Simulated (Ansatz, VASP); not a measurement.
Br: VASP beside Ansatz

```
Br
1.0
     0.00000    2.25549    2.25549
     2.25549    0.00000    2.25549
     2.25549    2.25549    0.00000
Br
1
Direct
  0.00000 0.00000 0.00000
```

Alike in both runs: functional LDA; k mesh 14 × 14 × 14; occupations fermi-dirac, width 0.1 eV; no spin polarisation.

Ansatz relaxed the structure, and its values are those at the end. VASP's run is a single point on that final structure, the one shown.

|  | VASP | Ansatz |
| --- | --- | --- |
| version | VASP 6.6.1 | Ansatz 0.2.0 |
| potentials or method | VASP PAW LDA potentials, release 64 (Br) | PAW with Ansatz's default frozen-core files, scalar-relativistic |
| plane-wave cutoff (eV) | 500 | 420 |
| valence electrons in the cell | 7 | 7 |

```csv
,VASP,Ansatz,Ansatz less VASP
pressure (GPa),0.1,0.0,-0.06
```

LDA's correlation is that of Perdew and Zunger in VASP and of Perdew and Wang (1992) in Ansatz.
